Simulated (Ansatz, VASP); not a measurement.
## BaO: VASP beside Ansatz

File INCAR:

```
PREC = Accurate
ENCUT = 600
EDIFF = 1E-6
ISMEAR = -1
SIGMA = 0.02
LREAL = False
LASPH = True
NELM = 120
ALGO = Normal
ISIF = 2
LWAVE = False
LCHARG = False
GGA = PE
NBANDS = 15
GGA_COMPAT = False
```

KPOINTS

```
Automatic mesh
0
Gamma
  8 8 8
```

The input POSCAR:

```
BaO
1.0
   -0.0275000000      2.7362500000      2.7362500000
    2.7362500000     -0.0275000000      2.7362500000
    2.7362500000      2.7362500000     -0.0275000000
Ba O
1 1
Direct
    0.0000000000      0.0000000000      0.0000000000
    0.5000000000      0.5000000000      0.5000000000
```

Input for Ansatz:

```yaml
crystal:
  lattice:
    - [-0.0275, 2.73625, 2.73625]
    - [2.73625, -0.0275, 2.73625]
    - [2.73625, 2.73625, -0.0275]
  atoms:
    - { symbol: Ba, position: [0.0, 0.0, 0.0] }
    - { symbol: O, position: [0.5, 0.5, 0.5] }
kpoints:
  mp_grid: { grid: [8, 8, 8] }
  band_path:
    path:
      - [0.0, 0.0, 0.0]
      - [0.5, 0.5, 0.5]
      - [0.2525443832, 0.5, 0.7474556168]
      - [-0.2525443832, 0.2525443832, 0.5]
      - [0.0, 0.0, 0.5]
      - [0.0, 0.0, 0.0]
      - [-0.3762721916, 0.0, 0.3762721916]
      - [0.0, 0.3762721916, 0.6237278084]
      - [0.0, 0.5, 0.5]
    npoints: 5
scf:
  occupations: { method: fermi_dirac, width: 0.02 }
hamiltonian:
  xc: pbe
  pseudopotentials: { kind: all_electron, lapw: { basis_error: 0.0005 } }
output:
  forces: true
  stress: true
  eigenvalues: true
```

Change from the starting cell: equal xy, yz and zx shear strains of -1 %.

Alike in both runs: task single point; functional PBE; k mesh 8 × 8 × 8; occupations fermi-dirac, width 0.02 eV; no spin polarisation.

|  | VASP | Ansatz |
| --- | --- | --- |
| version | VASP 6.6.1 | Ansatz 0.2.0 |
| potentials or method | VASP PAW PBE potentials, release 64 (Ba_sv, O), cutoff 600 eV | all-electron LAPW, scalar-relativistic |

```csv
,VASP,Ansatz,Ansatz less VASP
gap on the k mesh at the Fermi level (eV),1.90,1.97,+0.069
pressure (GPa),4.8,3.0,-1.78
"traceless stress, the component that is largest in VASP (GPa)",0.34,0.33,-0.005
```

Ansatz ran all-electron here, and VASP with PAW potentials.

Neither program's run includes spin-orbit coupling.
